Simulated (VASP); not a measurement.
A run of VASP 6.6.1:

File INCAR:

```
SYSTEM = Hf
  PREC = Accurate
  ENCUT = 520
  EDIFF = 1E-6
  ISMEAR = -1
  SIGMA = 0.03
  LREAL = .False.
  LASPH = .True.
  NELM = 60
  ALGO = Normal
  ISIF = 2
  LWAVE = .False.
  LCHARG = .True.
  LELF = .True.
  LVHAR = .True.
  NBANDS = 11
```

File KPOINTS:

```
Automatic mesh
0
Gamma
  13 13 13
  0 0 0
```

The input POSCAR:

```
Hf
1.0
    0.0000000000      2.2347024152      2.2347024152
    2.2347024152      0.0000000000      2.2347024152
    2.2347024152      2.2347024152      0.0000000000
Hf
1
Direct
    0.0000000000      0.0000000000      0.0000000000
```

Potentials or basis: VASP PAW LDA potentials, release 64 (Hf_pv).

The run is started by

```bash
$ cat potpaw_LDA.64/Hf_pv/POTCAR > POTCAR
$ mpirun -np 1 vasp_std > vasp.out
```

Hardware: 1 thread of Intel(R) Xeon(R) 6975P-C (Granite Rapids), on a shared host.

Problem. Estimate the wall time of this run.

Solution. Run time: 6.5 s on 1 thread of Intel(R) Xeon(R) 6975P-C (Granite Rapids), on a shared host, peak memory 0.13 GiB. Counts: scf iterations 11, k points 84.
